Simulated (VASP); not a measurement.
Crystal: CuO.

```
CELL_PARAMETERS angstrom
2.87950 0.00000 0.00000
0.03907 2.87928 0.00000
0.01750 0.01724 5.17634
ATOMIC_POSITIONS crystal
Cu 0.00000 0.50000 0.00000
Cu 0.50000 0.00000 0.50000
O 0.99842 0.00167 0.74989
O 0.00158 0.99833 0.25011
```

- Program: VASP 6.6.1
- Task: relaxation of cell and atoms
- Functional: PBEsol
- Potentials or basis: VASP PAW PBE potentials, release 64 (Cu, O)
- Cutoff: 600 eV
- k mesh: 9 × 9 × 5
- Occupations: fermi-dirac, width 0.05 eV
- Spin: no spin polarisation
- Hubbard terms: Cu d U = 2.0 eV

At the start: pressure -2.8 GPa; volume 10.73 Å³/atom.

**Question.** Where does the relaxation end?

**Answer.** Over 8 steps the energy falls by 2.7 meV/atom and the volume is 10.60 Å³/atom (-1.2 %); space group P4_2/mmc (No. 131, to 0.1 Å) before and after.

Step by step:
```csv
step,energy change (eV),largest force (eV/Å),pressure (GPa),volume (Å³)
1,0.0000,0.0116,-2.77,42.92
2,-0.0059,0.0032,2.46,41.77
3,-0.0090,0.0066,0.35,42.19
4,-0.0090,0.0081,0.38,42.17
5,-0.0101,0.0029,0.11,42.27
6,-0.0104,0.0040,0.34,42.32
7,-0.0107,0.0080,-0.14,42.41
8,-0.0107,0.0077,0.12,42.40
```

Final structure:
```
Cu O
1.0
     2.88534   -0.00147   -0.00014
     0.03768    2.88532    0.00011
     0.01728    0.01748    5.09305
Cu O
2 2
Direct
  0.00000 0.50000 0.00000
  0.50000 0.00000 0.50000
  0.99857 0.00147 0.75009
  0.00143 0.99853 0.24991
```

Caveat: the PAW data sets were made with another functional, which shifts forces and pressure a little; U without spin polarisation on a metal has little footing.
